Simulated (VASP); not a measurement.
Crystal: WC.

```
CELL_PARAMETERS angstrom
0.00000 2.19268 2.19268
2.19268 0.00000 2.19268
2.19268 2.19268 0.00000
ATOMIC_POSITIONS crystal
W 0.00000 0.00000 0.00000
C 0.50000 0.50000 0.50000
```

Base run:

* Program: VASP 6.6.1
* Functional: BLYP
* Potentials or basis: VASP PAW PBE potentials, release 64 (W_sv, C_h)
* Cutoff: 910 eV
* k mesh: 10 × 10 × 10
* Occupations: fermi-dirac, width 0.1 eV
* Spin: no spin polarisation

Its results: band gap on the k mesh zero (band 9 reaches 14.21 eV, above the bottom of band 10 at 11.11 eV); pressure 13.8 GPa.

**Question.** The run is repeated on the same cell with these changes: functional from BLYP to PBEsol. What comes out?

**Answer.** Band gap on the k mesh zero (band 9 reaches 13.63 eV, above the bottom of band 10 at 10.44 eV); pressure -9.3 GPa.

PBEsol binds more tightly than BLYP, so the same cell stands under less pressure.

Caveats: the cutoff is under 1.25 times the usual one of these potentials, so pressure, stress and relaxed cells hold a basis-set (Pulay) error; the PAW data sets were made with another functional, which shifts forces and pressure a little; spin-orbit coupling is left out, which moves the levels of the heavy elements.
